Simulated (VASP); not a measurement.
# Ga2FeN2 (P4/mmm) in VASP: single point with PBE

Aim: the single point of Ga2FeN2 with PBE.

Program: VASP 6.6.1. These are calculated values, not measurements. Logs are shortened: lines on timing, memory, paths and dates and some standing lists are left out, and cuts for length are marked.

**1. The cell of the first run**

It takes space group P4/mmm (No. 123, tetragonal). Conventional cell: a = 4.681 Å, b = 4.681 Å, c = 4.781 Å, α = 90.00°, β = 90.00°, γ = 90.00°. Ga (site symmetry mmm) has 2 Fe at 2.34 Å and 4 N at 2.96 Å within 3.1 Å. Within 2.4 Å of Fe (site symmetry 4/mmm) lie 2 N at 1.82 Å and 4 Ga at 2.34 Å. Within 1.5 Å of N (site symmetry 4mm) lie 1 N at 1.15 Å.

The cell was generated, and may not be a known phase.

**2. Single point, PBE**

INCAR reads:

```
PREC = Accurate
ENCUT = 1330
EDIFF = 1E-6
ISMEAR = 0
SIGMA = 0.1
LREAL = False
LASPH = True
NELM = 120
ALGO = Normal
ISIF = 2
LWAVE = False
LCHARG = False
GGA = PE
NBANDS = 34
GGA_COMPAT = False
```

KPOINTS reads:

```
regular mesh
0
Gamma
  8 8 6
```

POSCAR reads:

```
Ga2FeN2
1.0
    4.6806217482      0.0000000000      0.0000000000
    0.0000000000      4.6806217482      0.0000000000
    0.0000000000      0.0000000000      4.7805194275
Ga Fe N
2 1 2
Direct
    0.0000000000      0.5000000000      0.5000000000
    0.5000000000      0.0000000000      0.5000000000
    0.0000000000      0.0000000000      0.5000000000
    0.0000000000      0.0000000000      0.8796798141
    0.0000000000      0.0000000000      0.1203201859
```

Potentials or basis: VASP PAW PBE potentials, release 64 (Ga_d, Fe_sv, N_h).

Launch:

```
> cat potpaw_PBE.64/Ga_d/POTCAR potpaw_PBE.64/Fe_sv/POTCAR potpaw_PBE.64/N_h/POTCAR > POTCAR
> mpirun -np 1 vasp_std > vasp.out
```

OUTCAR:

```text
PREC = Accurate
   ENCUT = 1330
   EDIFF = 1E-6
   ISMEAR = 0
   LREAL = False
   LASPH = True
   NELM = 120
   ISIF = 2
   GGA = PE

 ion  position               nearest neighbor table
   1  0.000  0.500  0.500-   3 2.34   3 2.34
   2  0.500  0.000  0.500-   3 2.34   3 2.34
   3  0.000  0.000  0.500-   4 1.82   5 1.82   1 2.34   2 2.34   1 2.34   2 2.34
   4  0.000  0.000  0.880-   5 1.15   3 1.82
   5  0.000  0.000  0.120-   4 1.15   3 1.82

  LATTYP: Found a simple tetragonal cell.
 ALAT       =     4.6806217482
 C/A-ratio  =     1.0213428225

  Lattice vectors:

 A1 = (   4.6806217482,   0.0000000000,   0.0000000000)
 A2 = (   0.0000000000,   4.6806217482,   0.0000000000)
 A3 = (   0.0000000000,   0.0000000000,   4.7805194275)

Analysis of symmetry for initial positions (statically):
=====================================================================
 Subroutine PRICEL returns:
 Original cell was already a primitive cell.

 Routine SETGRP: Setting up the symmetry group for a
 simple tetragonal supercell.

 Subroutine GETGRP returns: Found 16 space group operations
 (whereof 16 operations were pure point group operations)
 out of a pool of 16 trial point group operations.

The static configuration has the point symmetry D_4h.

Analysis of symmetry for dynamics (positions and initial velocities):
=====================================================================
 Subroutine PRICEL returns:
 Original cell was already a primitive cell.

 Routine SETGRP: Setting up the symmetry group for a
 simple tetragonal supercell.

 Subroutine GETGRP returns: Found 16 space group operations
 (whereof 16 operations were pure point group operations)
 out of a pool of 16 trial point group operations.

The dynamic configuration has the point symmetry D_4h.

 Subroutine INISYM returns: Found 16 space group operations
 (whereof 16 operations are pure point group operations),
 and found     1 'primitive' translations

----------------------------------------------------------------------------------------

                                     Primitive cell

  volume of cell :     104.7327

  direct lattice vectors                    reciprocal lattice vectors
     4.680621748  0.000000000  0.000000000     0.213646830  0.000000000  0.000000000
     0.000000000  4.680621748  0.000000000     0.000000000  0.213646830  0.000000000
[... 92 lines left out ...]
   LREAL  =      F    real-space projection
   EDIFFG = 0.1E-04   stopping-criterion for IOM
   NSW    =      0    number of steps for IOM
   IBRION =     -1    ionic relax: 0-MD 1-quasi-New 2-CG
   NFREE  =      0    steps in history (QN), initial steepest desc. (CG)
   ISIF   =      2    stress and relaxation
   ISYM   =      2    0-nonsym 1-usesym 2-fastsym
   POTIM  = 0.5000    time-step for ionic-motion
   TEBEG  =    0.0;   TEEND  =   0.0 temperature during run
   PSTRESS=    0.0 pullay stress
   NELECT =      52.0000    total number of electrons
   NUPDOWN=      -1.0000    fix difference up-down
   EMIN   =  10.00;   EMAX   =-10.00  energy-range for DOS
   EFERMI =   0.00;   METHOD = LEGACY
   ISMEAR =     0;   SIGMA  =   0.10  broadening in eV -4-tet -1-fermi 0-gaus
   EFERMI_NEDOS =   21; number of points for ismear=-14 and -15
   IALGO  =     38    algorithm
   IMIX   =      4    mixing-type and parameters
     AMIX     =   0.40;   BMIX     =  1.00
     AMIX_MAG =   1.60;   BMIX_MAG =  1.00
  volume/ion in A,a.u.               =      20.95       141.35
  Fermi-wavevector in a.u.,A,eV,Ry     =   1.296329  2.449707 22.864165  1.680469
  Thomas-Fermi vector in A             =   2.427792
   LORBIT       =      0    0 simple, 1 ext, 2 COOP (PROOUT), +10 PAW based schemes
   GGA     = PE    functional components
   LHFCALC =     F    Hartree Fock is set to
   AEXX    =    0.0000 exact exchange contribution
   IVDW    =     0    specifies the selected vdW correction
   LEPSILON=     F    determine dielectric tensor
   LRPA    =     F    only Hartree local field effects (RPA)
 non-spin polarized calculation
 Gauss-broadening in eV      SIGMA  =   0.10
  energy-cutoff  :     1330.00
  volume of cell :      104.73
 maximum number of plane-waves:     11568
 NGX is ok and might be reduce to    56
   NGX = 27   NGY = 27   NGZ = 29

 number of electron      52.0000000 magnetization

 Free energy of the ion-electron system (eV)
  ---------------------------------------------------
  ext. energy  EPLUGINS =         0.00000000
  ---------------------------------------------------
  free energy    TOTEN  =       -30.58969992 eV

  energy without entropy =      -30.58629072  energy(sigma->0) =      -30.58799532

 E-fermi :   3.5383     XC(G=0):  -8.4685

 val. band max:        3.4776893626   @ k =   0.2500   0.0000   0.1667
 cond. band min:       3.5432944789   @ k =   0.2500   0.0000   0.5000
 fundamental gap:      0.0656051163
 Fermi energy:         3.5382731560

 k-point     1 :       0.0000    0.0000    0.0000
  band No.  band energies     occupation
      1     -83.8462      2.00000
      2     -50.3509      2.00000
      3     -49.7510      2.00000
      4     -49.7510      2.00000
      5     -20.0565      2.00000
      6     -11.8434      2.00000
[... 877 lines left out ...]
     33       7.1286      0.00000
     34       8.5192      0.00000

 [... further k-points ...]

------------------------ aborting loop because EDIFF is reached ----------------------------------------

  FORCE on cell =-STRESS in cart. coord.  units (eV):
  Direction    XX          YY          ZZ          XY          YZ          ZX
  --------------------------------------------------------------------------------------
  -------------------------------------------------------------------------------------
  Total        0.0011279      0.0011279     -0.1470089      0.0000000      0.0000000      0.0000000
  in kB        0.0172549      0.0172549     -2.2489096      0.0000000      0.0000000      0.0000000
  external PRESSURE =      -0.7381333 kB  Pullay stress =       0.0000000 kB

 VOLUME and BASIS-vectors are now :
 -----------------------------------------------------------------------------
  energy-cutoff  :     1330.00
  volume of cell :      104.73
      direct lattice vectors                 reciprocal lattice vectors
     4.680621748  0.000000000  0.000000000     0.213646830  0.000000000  0.000000000
     0.000000000  4.680621748  0.000000000     0.000000000  0.213646830  0.000000000
     0.000000000  0.000000000  4.780519427     0.000000000  0.000000000  0.209182290

 POSITION                                       TOTAL-FORCE (eV/Angst)
 -----------------------------------------------------------------------------------
      0.00000      2.34031      2.39026        -0.000000      0.000000      0.000000
      2.34031      0.00000      2.39026        -0.000000      0.000000      0.000000
      0.00000      0.00000      2.39026        -0.000000      0.000000      0.000000
      0.00000      0.00000      4.20533        -0.000000      0.000000     -0.092589
      0.00000      0.00000      0.57519         0.000000      0.000000      0.092589
 -----------------------------------------------------------------------------------
    total drift:                                0.000000      0.000000     -0.000000

  FREE ENERGIE OF THE ION-ELECTRON SYSTEM (eV)
  ---------------------------------------------------
  free  energy   TOTEN  =       -30.5896999188 eV

  energy  without entropy=      -30.5862907247  energy(sigma->0) =      -30.58799532
```

It took 11 min on 1 thread of Intel Xeon 6975P-C (Granite Rapids), shared host; peak memory 1 GiB.

What came out:

```yaml
Free_energy: -30.5897 eV
Pressure: -0.1 GPa
Largest_force: 0.093 eV/Å
Band_gap_on_the_k_mesh: zero (bands 26 and 27 overlap by 1.38 eV)
```

Forces in eV/Å, atoms in the order of the input:
```
Ga   0.000  0.000  0.000
Ga   0.000  0.000  0.000
Fe   0.000  0.000  0.000
N    0.000  0.000 -0.093
N    0.000  0.000  0.093
```

Caveat: the run has no spin polarisation, though such a crystal can be magnetic.

The gap in the log of VASP goes by the Fermi energy; the results here count the filled bands.